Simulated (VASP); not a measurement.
A run of VASP 6.6.1 is set up as follows.

INCAR

```
  PREC = Accurate
  ENCUT = 520
  EDIFF = 1E-6
  ISMEAR = -1
  SIGMA = 0.02
  LREAL = Auto
  LASPH = T
  NELM = 60
  ALGO = Normal
  ISIF = 2
  LWAVE = F
  LCHARG = F
  GGA = PE
  IBRION = 2
  NSW = 80
  EDIFFG = -0.03
  NELECT = 316.0
  LUSENCCL = F
```

File KPOINTS:

```
Automatic mesh
0
Gamma
  2 2 2
```

Contents of POSCAR:

```
Ba8Ti8O22F
1.0
    8.0146000000      0.0000000000      0.0000000000
    0.0000000000      8.0146000000      0.0000000000
    0.0000000000      0.0000000000      8.0146000000
Ba Ti O F
8 8 22 1
Direct
    0.2453464000      0.2511174000      0.2427546000
    0.2509176000      0.2485324000      0.7472032000
    0.2463620000      0.7493810000      0.2415035000
    0.2489088000      0.7428225000      0.7481547000
    0.7499153000      0.2460980000      0.2518726000
    0.7489187000      0.2430140000      0.7545876000
    0.7444565000      0.7559229000      0.2490973000
    0.7465773000      0.7495800000      0.7462233000
    0.0028545000     -0.0029516000     -0.0027011000
   -0.0013054000      0.0039258000      0.4981107000
    0.0027996000      0.5019807000     -0.0032168000
   -0.0009973000      0.5015280000      0.4999385000
    0.5098515000     -0.0010050000     -0.0010562000
    0.4947334000     -0.0066835000      0.4966186000
    0.4991752000      0.4988192000      0.0023869000
    0.5020926000      0.5052692000      0.5019848000
    0.2589077000     -0.0025866000      0.0001213000
    0.0003327000      0.2441032000     -0.0043533000
   -0.0025648000     -0.0058104000      0.2498931000
    0.2469626000      0.0009632000      0.5032553000
   -0.0031171000      0.2505587000      0.5063932000
    0.0009015000      0.0026906000      0.7493900000
   -0.0030933000      0.7505206000      0.0011964000
    0.0027627000      0.5028319000      0.2483591000
    0.2484107000      0.4992128000      0.5000222000
    0.0015247000      0.7529175000      0.5062054000
    0.0008074000      0.5033430000      0.7507400000
    0.7530965000     -0.0040291000     -0.0080505000
    0.4963540000      0.2461321000      0.0026718000
    0.4969939000     -0.0023008000      0.2595950000
    0.7540362000      0.0014867000      0.5001315000
    0.4973057000      0.2463547000      0.4957449000
    0.5034686000      0.0002100000      0.7497085000
    0.7499846000      0.5007671000     -0.0022076000
    0.4976252000      0.7499019000     -0.0054214000
    0.4936201000      0.5006261000      0.2540525000
    0.7455303000      0.5016348000      0.5039472000
    0.4964193000      0.7495797000      0.4970810000
    0.2462256000      0.4976937000     -0.0081445000
```

Potentials or basis: VASP PAW PBE potentials, release 64 (Ba_sv, Ti_sv, O, F).

Launch:

```bash
$ cat potpaw_PBE.64/Ba_sv/POTCAR potpaw_PBE.64/Ti_sv/POTCAR potpaw_PBE.64/O/POTCAR potpaw_PBE.64/F/POTCAR > POTCAR
$ mpirun -np 1 vasp_std > vasp.out
```

(1) What does it give for the energy gained by relaxing?

Answers

(1) 39.8 meV/atom.

Caveat: the k points lie up to 0.39 Å⁻¹ apart, too coarse for converged energies and pressures of a metal; the cell carries a net charge on a neutralising background, which shifts energy and pressure.
